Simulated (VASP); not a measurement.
A run of VASP 6.6.1 is set up as follows.

POSCAR

```
Mg2SO
1.0
    3.7112522257      0.0000000000      0.0000000000
    0.0000000000      3.7112522257      0.0000000000
    0.0000000000      0.0000000000      4.9323283063
O Mg S
1 2 1
Direct
    0.0000000000      0.0000000000      0.0000000000
    0.0000000000      0.5000000000      0.8113169975
    0.5000000000      0.0000000000      0.1886830025
    0.5000000000      0.5000000000      0.5000000000
```

Contents of INCAR.step1:

```
SYSTEM = Mg2SO
PREC = Accurate
ENCUT = 520
ISMEAR = 0
SIGMA = 0.01
LREAL = .FALSE.
LASPH = .TRUE.
NELM = 80
NBANDS = 16
GGA = PE
ALGO = Normal
EDIFF = 1E-4
LWAVE = .TRUE.
LCHARG = .FALSE.
```

INCAR.step2

```
SYSTEM = Mg2SO
PREC = Accurate
ENCUT = 520
EDIFF = 1E-7
ISMEAR = 0
SIGMA = 0.01
LREAL = .FALSE.
LASPH = .TRUE.
NELM = 80
ALGO = Normal
ISIF = 2
LWAVE = .FALSE.
LCHARG = .FALSE.
METAGGA = R2SCAN
LMIXTAU = .TRUE.
NBANDS = 16
ISTART = 1
```

The input KPOINTS:

```
regular mesh
0
G
  6 6 4
  0 0 0
```

Potentials or basis: VASP PAW PBE potentials, release 64 (O, Mg, S).

Launch:

```sh
$ cat potpaw_PBE.64/O/POTCAR potpaw_PBE.64/Mg/POTCAR potpaw_PBE.64/S/POTCAR > POTCAR
$ cp INCAR.step1 INCAR
$ mpirun -np 1 vasp_std > vasp.out
$ cp INCAR.step2 INCAR
$ mpirun -np 1 vasp_std > vasp.out
```

Problem. Predict the band gap on the k mesh.

Solution. 2.11 eV (least direct gap 2.25 eV).

Problem. Estimate the pressure.

Solution. -2.8 GPa.

Problem. Estimate the largest force.

Solution. 0.060 eV/Å.

Forces on the atoms (eV/Å):
```
O    0.000  0.000  0.000
Mg   0.000  0.000 -0.060
Mg   0.000  0.000  0.060
S    0.000  0.000  0.000
```

Caveat: the PAW data sets were made with another functional, which shifts forces and pressure a little. A k mesh can miss the band edges.
